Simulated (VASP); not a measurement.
# Te (P2_1) in VASP: single point with PBE

Aim: the single point of Te with PBE.

Program: VASP 6.6.1. These are calculated values, not measurements. Logs are shortened: lines on timing, memory, paths and dates and some standing lists are left out, and cuts for length are marked.

**1. The cell of the first run**

It takes space group P2_1 (No. 4, monoclinic). The conventional cell has a = 3.189 Å, b = 9.508 Å, c = 4.921 Å, α = 90.00°, β = 90.74°, γ = 90.00°. Te (site symmetry 1) has 6 Te at 3.19 to 3.63 Å within 4.2 Å. Te (site symmetry 1) has 6 Te at 3.19 to 3.63 Å within 4.2 Å.

**2. Single point, PBE (strained and its atoms moved)**

Input file INCAR:

```
PREC     = Accurate       # precision mode
ENCUT    = 520            # plane-wave cutoff, eV
EDIFF    = 1E-6           # SCF threshold, eV
ISMEAR   = 0              # smearing method
SIGMA    = 0.1            # smearing width, eV
LREAL    = F              # projectors in reciprocal space
LASPH    = T              # aspherical terms in the spheres
NELM     = 100            # most SCF steps
ALGO     = Normal         # electronic algorithm
ISIF     = 2              # what is computed and relaxed
LWAVE    = F              # write WAVECAR
LCHARG   = F              # write CHGCAR
GGA      = PE             # functional
NBANDS   = 20             # bands
```

Input file KPOINTS:

```
regular mesh
0
Gamma
  14 10 6
```

Input file POSCAR:

```
Te
1.0
    3.1892204572      0.0207569985      0.0000000000
    0.0314454800      4.9212413408      0.0000000000
    0.0000000000      0.0000000000      9.5079466837
Te
4
Direct
    0.5559080142      0.5010848020      0.7481822047
    0.4440919858      0.4989151980      0.2481822047
    0.5264669708      1.0156056707      0.0218177953
    0.4735330292     -0.0156056707      0.5218177953
```

Potentials or basis: VASP PAW PBE potentials, release 64 (Te).

The run is started by

```console
$ cat potpaw_PBE.64/Te/POTCAR > POTCAR
$ mpirun -np 1 vasp_std > vasp.out
```

OUTCAR:

```text
PREC = Accurate
   ENCUT = 520
   EDIFF = 1E-6
   ISMEAR = 0
   LREAL = F
   LASPH = T
   NELM = 100
   ISIF = 2
   GGA = PE

 ion  position               nearest neighbor table
   1  0.556  0.501  0.748-   4 3.22   4 3.34   3 3.53   3 3.63
   2  0.444  0.499  0.248-   3 3.22   3 3.34   4 3.53   4 3.63
   3  0.526  0.016  0.022-   2 3.22   2 3.34   1 3.53   1 3.63
   4  0.474  0.984  0.522-   1 3.22   1 3.34   2 3.53   2 3.63

  LATTYP: Found a simple monoclinic cell.
 ALAT       =     3.1892880048
 B/A-ratio  =     2.9812129445
 C/A-ratio  =     1.5430847878
 COS(beta)  =    -0.0128976956

  Lattice vectors:

 A1 = (   3.1892204572,   0.0207569985,   0.0000000000)
 A2 = (   0.0000000000,   0.0000000000,   9.5079466837)
 A3 = (  -0.0314454800,  -4.9212413408,   0.0000000000)

Analysis of symmetry for initial positions (statically):
=====================================================================
 Subroutine PRICEL returns:
 Original cell was already a primitive cell.

 Routine SETGRP: Setting up the symmetry group for a
 simple monoclinic supercell.

 Subroutine GETGRP returns: Found  2 space group operations
 (whereof  1 operations were pure point group operations)
 out of a pool of  4 trial point group operations.

The static configuration has the point symmetry C_1 .
 The point group associated with its full space group is C_2 .

Analysis of symmetry for dynamics (positions and initial velocities):
=====================================================================
 Subroutine PRICEL returns:
 Original cell was already a primitive cell.

 Routine SETGRP: Setting up the symmetry group for a
 simple monoclinic supercell.

 Subroutine GETGRP returns: Found  2 space group operations
 (whereof  1 operations were pure point group operations)
 out of a pool of  4 trial point group operations.

The dynamic configuration has the point symmetry C_1 .
 The point group associated with its full space group is C_2 .

 Subroutine INISYM returns: Found  2 space group operations
 (whereof  1 operations are pure point group operations),
 and found     1 'primitive' translations

----------------------------------------------------------------------------------------

                                     Primitive cell

  volume of cell :     149.2203

  direct lattice vectors                    reciprocal lattice vectors
     3.189220457  0.020756998  0.000000000     0.313569288 -0.002003628  0.000000000
     0.031445480  4.921241341  0.000000000    -0.001322584  0.203209215  0.000000000
     0.000000000  0.000000000  9.507946684     0.000000000  0.000000000  0.105175180

  length of vectors
     3.189288005  4.921341804  9.507946684     0.313575690  0.203213519  0.105175180

  position of ions in fractional coordinates (direct lattice)
     0.555908014  0.501084802  0.748182205
     0.444091986  0.498915198  0.248182205
     0.526466971  0.015605671  0.021817795
     0.473533029  0.984394329  0.521817795

  ion indices of the primitive-cell ions
   primitive index   ion index
                 1           1
                 2           2
                 3           3
                 4           4

----------------------------------------------------------------------------------------

 KPOINTS: regular mesh

Automatic generation of k-mesh.
 Grid dimensions read from file:
 generate k-points for:   14   10    6

 Generating k-lattice:

  Cartesian coordinates                     Fractional coordinates (reciprocal lattice)
     0.022397806 -0.000143116  0.000000000     0.071428571  0.000000000  0.000000000
    -0.000132258  0.020320921  0.000000000     0.000000000  0.100000000  0.000000000
     0.000000000  0.000000000  0.017529197     0.000000000  0.000000000  0.166666667

  Length of vectors
     0.022398264  0.020321352  0.017529197

  Shift w.r.t. Gamma in fractional coordinates (k-lattice)
     0.000000000  0.000000000  0.000000000

 Subroutine IBZKPT returns following result:
 ===========================================

 Found    288 irreducible k-points:

 Following reciprocal coordinates:
            Coordinates               Weight
  0.000000  0.000000  0.000000      1.000000
  0.071429 -0.000000  0.000000      2.000000
  0.142857 -0.000000  0.000000      2.000000
  0.214286 -0.000000  0.000000      2.000000
  0.285714 -0.000000  0.000000      2.000000
  0.357143 -0.000000  0.000000      2.000000
[... 16 lines left out ...]
  0.000000  0.200000  0.000000      2.000000
  0.071429  0.200000  0.000000      2.000000
 [... further k-points ...]
   k-points           NKPTS =    288   k-points in BZ     NKDIM =    288   number of bands    NBANDS=     20
   number of dos      NEDOS =    301   number of ions     NIONS =      4
   total plane-waves  NPLWV =  69120
   dimension x,y,z NGX =    24 NGY =   40 NGZ =   72
   dimension x,y,z NGXF=    48 NGYF=   80 NGZF=  144
   ions per type =               4
   NGX,Y,Z   is equivalent  to a cutoff of  12.51, 13.51, 12.59 a.u.
   NGXF,Y,Z  is equivalent  to a cutoff of  25.02, 27.02, 25.18 a.u.
 SYSTEM =  unknown system
   PREC   = accura    normal or accurate (medium, high low for compatibility)
   ISTART =      0    job   : 0-new  1-cont  2-samecut
   ICHARG =      2    charge: 1-file 2-atom 10-const
   ISPIN  =      1    spin polarized calculation?
   LNONCOLLINEAR =      F non collinear calculations
   LSORBIT =      F    spin-orbit coupling
   LASPH  =      T    aspherical Exc in radial PAW
   ENCUT  =  520.0 eV  38.22 Ry    6.18 a.u.   5.93  9.15 17.68*2*pi/ulx,y,z
   NELM   =    100;   NELMIN=  2; NELMDL= -5     # of ELM steps
   EDIFF  = 0.1E-05   stopping-criterion for ELM
   LREAL  =      F    real-space projection
   EDIFFG = 0.1E-04   stopping-criterion for IOM
   NSW    =      0    number of steps for IOM
   IBRION =     -1    ionic relax: 0-MD 1-quasi-New 2-CG
   NFREE  =      0    steps in history (QN), initial steepest desc. (CG)
   ISIF   =      2    stress and relaxation
   ISYM   =      2    0-nonsym 1-usesym 2-fastsym
   POTIM  = 0.5000    time-step for ionic-motion
   TEBEG  =    0.0;   TEEND  =   0.0 temperature during run
   PSTRESS=    0.0 pullay stress
   NELECT =      24.0000    total number of electrons
   NUPDOWN=      -1.0000    fix difference up-down
   EMIN   =  10.00;   EMAX   =-10.00  energy-range for DOS
   EFERMI =   0.00;   METHOD = LEGACY
   ISMEAR =     0;   SIGMA  =   0.10  broadening in eV -4-tet -1-fermi 0-gaus
   EFERMI_NEDOS =   21; number of points for ismear=-14 and -15
   IALGO  =     38    algorithm
   IMIX   =      4    mixing-type and parameters
     AMIX     =   0.40;   BMIX     =  1.00
     AMIX_MAG =   1.60;   BMIX_MAG =  1.00
  volume/ion in A,a.u.               =      37.31       251.75
  Fermi-wavevector in a.u.,A,eV,Ry     =   0.890299  1.682421 10.784421  0.792633
  Thomas-Fermi vector in A             =   2.011972
   LORBIT       =      0    0 simple, 1 ext, 2 COOP (PROOUT), +10 PAW based schemes
   GGA     = PE    functional components
   LHFCALC =     F    Hartree Fock is set to
   AEXX    =    0.0000 exact exchange contribution
   IVDW    =     0    specifies the selected vdW correction
   LEPSILON=     F    determine dielectric tensor
   LRPA    =     F    only Hartree local field effects (RPA)
 non-spin polarized calculation
 Gauss-broadening in eV      SIGMA  =   0.10
  energy-cutoff  :      520.00
  volume of cell :      149.22
 maximum number of plane-waves:      4052
   NGX = 11   NGY = 19   NGZ = 35

 number of electron      23.9999999 magnetization

 Free energy of the ion-electron system (eV)
  ---------------------------------------------------
  ext. energy  EPLUGINS =         0.00000000
  ---------------------------------------------------
  free energy    TOTEN  =       -11.96003418 eV

  energy without entropy =      -11.94350005  energy(sigma->0) =      -11.95176711

 E-fermi :   4.8368     XC(G=0):  -8.7055

 val. band max:        4.8318031975   @ k =   0.1429   0.3000   0.1667
 cond. band min:       4.8372371453   @ k =   0.3571   0.4000   0.3333
 fundamental gap:      0.0054339478
 Fermi energy:         4.8368380295

 k-point     1 :       0.0000    0.0000    0.0000
  band No.  band energies     occupation
      1      -7.9616      2.00000
      2      -7.2606      2.00000
      3      -6.5781      2.00000
      4      -5.6035      2.00000
      5       0.8767      2.00000
      6       1.2235      2.00000
[... 12 lines left out ...]
     19      10.7690      0.00000
     20      11.9828      0.00000

 k-point     2 :       0.0714   -0.0000    0.0000
  band No.  band energies     occupation
      1      -7.9000      2.00000
      2      -7.1992      2.00000
      3      -6.5164      2.00000
      4      -5.5417      2.00000
      5       0.9347      2.00000
      6       1.2808      2.00000
[... 12 lines left out ...]
     19      10.8293      0.00000
     20      12.1110      0.00000

 k-point     3 :       0.1429   -0.0000    0.0000
  band No.  band energies     occupation
      1      -7.7185      2.00000
      2      -7.0183      2.00000
      3      -6.3346      2.00000
      4      -5.3592      2.00000
      5       1.1041      2.00000
      6       1.4478      2.00000
[... 12 lines left out ...]
     19      11.0059      0.00000
     20      12.2516      0.00000

 k-point     4 :       0.2143   -0.0000    0.0000
  band No.  band energies     occupation
      1      -7.4284      2.00000
      2      -6.7290      2.00000
      3      -6.0438      2.00000
      4      -5.0670      2.00000
      5       1.3700      2.00000
      6       1.7070      2.00000
[... 12 lines left out ...]
     19      11.2867      0.00000
     20      12.2828      0.00000

 k-point     5 :       0.2857   -0.0000    0.0000
  band No.  band energies     occupation
      1      -7.0545      2.00000
      2      -6.3563      2.00000
      3      -5.6690      2.00000
      4      -4.6894      2.00000
      5       1.7021      2.00000
      6       1.7619      2.00000
[... 12 lines left out ...]
     19      11.2691      0.00000
     20      11.4749      0.00000

 k-point     6 :       0.3571   -0.0000    0.0000
  band No.  band energies     occupation
      1      -6.6477      2.00000
      2      -5.9511      2.00000
      3      -5.2616      2.00000
      4      -4.2776      2.00000
      5       0.6331      2.00000
      6       1.3488      2.00000
[... 12 lines left out ...]
     19      10.4924      0.00000
     20      10.6569      0.00000

 k-point     7 :       0.4286   -0.0000    0.0000
  band No.  band energies     occupation
      1      -6.3046      2.00000
      2      -5.6098      2.00000
      3      -4.9190      2.00000
      4      -3.9301      2.00000
      5      -0.1530      2.00000
      6       0.5672      2.00000
[... 12 lines left out ...]
     19       9.9196      0.00000
     20       9.9396      0.00000
[... 277 lines left out ...]
 k-point    20 :      -0.2143    0.1000    0.0000
  band No.  band energies     occupation
      1      -7.3829      2.00000
      2      -6.7016      2.00000
      3      -6.0464      2.00000
      4      -5.1525      2.00000
      5       1.4452      2.00000
      6       1.6537      2.00000
[... 12 lines left out ...]
     19      11.6206      0.00000
     20      12.1757      0.00000

 k-point    21 :      -0.1429    0.1000    0.0000
  band No.  band energies     occupation
      1      -7.6738      2.00000
      2      -6.9914      2.00000
      3      -6.3371      2.00000
      4      -5.4431      2.00000
      5       1.1772      2.00000
      6       1.3944      2.00000
[... 12 lines left out ...]
     19      11.3460      0.00000
     20      12.3450      0.00000

 k-point    22 :      -0.0714    0.1000    0.0000
  band No.  band energies     occupation
      1      -7.8562      2.00000
      2      -7.1730      2.00000
      3      -6.5187      2.00000
      4      -5.6237      2.00000
      5       1.0059      2.00000
      6       1.2302      2.00000
[... 12 lines left out ...]
     19      11.1649      0.00000
     20      12.2135      0.00000

 k-point    23 :       0.0000    0.2000    0.0000
  band No.  band energies     occupation
      1      -7.7920      2.00000
      2      -7.1620      2.00000
      3      -6.5915      2.00000
      4      -5.9051      2.00000
      5       0.6194      2.00000
      6       1.1025      2.00000
[... 12 lines left out ...]
     19      11.9115      0.00000
     20      12.1472      0.00000

 k-point    24 :       0.0714    0.2000    0.0000
  band No.  band energies     occupation
      1      -7.7323      2.00000
      2      -7.1017      2.00000
      3      -6.5296      2.00000
      4      -5.8402      2.00000
      5       0.6859      2.00000
      6       1.1639      2.00000
[... 12 lines left out ...]
     19      11.9541      0.00000
     20      12.4389      0.00000

 [... further k-points ...]

------------------------ aborting loop because EDIFF is reached ----------------------------------------

  FORCE on cell =-STRESS in cart. coord.  units (eV):
  Direction    XX          YY          ZZ          XY          YZ          ZX
  --------------------------------------------------------------------------------------
  -------------------------------------------------------------------------------------
  Total       -2.7517482     -4.1812041     -4.1895239     -0.0207042      0.0000000      0.0000000
  in kB      -29.5455031    -44.8935629    -44.9828925     -0.2223010      0.0000000      0.0000000
  external PRESSURE =     -39.8073195 kB  Pullay stress =       0.0000000 kB

 VOLUME and BASIS-vectors are now :
 -----------------------------------------------------------------------------
  energy-cutoff  :      520.00
  volume of cell :      149.22
      direct lattice vectors                 reciprocal lattice vectors
     3.189220457  0.020756998  0.000000000     0.313569288 -0.002003628  0.000000000
     0.031445480  4.921241341  0.000000000    -0.001322584  0.203209215  0.000000000
     0.000000000  0.000000000  9.507946684     0.000000000  0.000000000  0.105175180

 POSITION                                       TOTAL-FORCE (eV/Angst)
 -----------------------------------------------------------------------------------
      1.78867      2.47750      7.11368        -0.188477      0.078729      0.225308
      1.43200      2.46450      2.35970         0.188477     -0.078729      0.225308
      1.67951      0.08773      0.20744        -0.117177      0.129215     -0.225308
      1.54116      4.85427      4.96142         0.117177     -0.129215     -0.225308
 -----------------------------------------------------------------------------------
    total drift:                               -0.000000     -0.000000      0.000014

  FREE ENERGIE OF THE ION-ELECTRON SYSTEM (eV)
  ---------------------------------------------------
  free  energy   TOTEN  =       -11.9600341773 eV

  energy  without entropy=      -11.9435000517  energy(sigma->0) =      -11.95176711
```

Run time: 7 min. Hardware: 1 thread of Intel Xeon Platinum 8259CL at 2.50GHz (Skylake/Cascade Lake), shared host; peak memory 0.71 GiB.

What came out:

```yaml
Free_energy: -11.9600 eV
Pressure: -4.0 GPa
Largest_force: 0.304 eV/Å
Band_gap_on_the_k_mesh: zero (band 12 reaches 6.36 eV, above the bottom of band 13 at 3.78 eV)
```

Forces on the atoms (eV/Å):
```
Te  -0.188  0.079  0.225
Te   0.188 -0.079  0.225
Te  -0.117  0.129 -0.225
Te   0.117 -0.129 -0.225
```

Caveat: the cell differs from its parent crystal (strained and its atoms moved); spin-orbit coupling is left out, which moves the levels of the heavy elements.
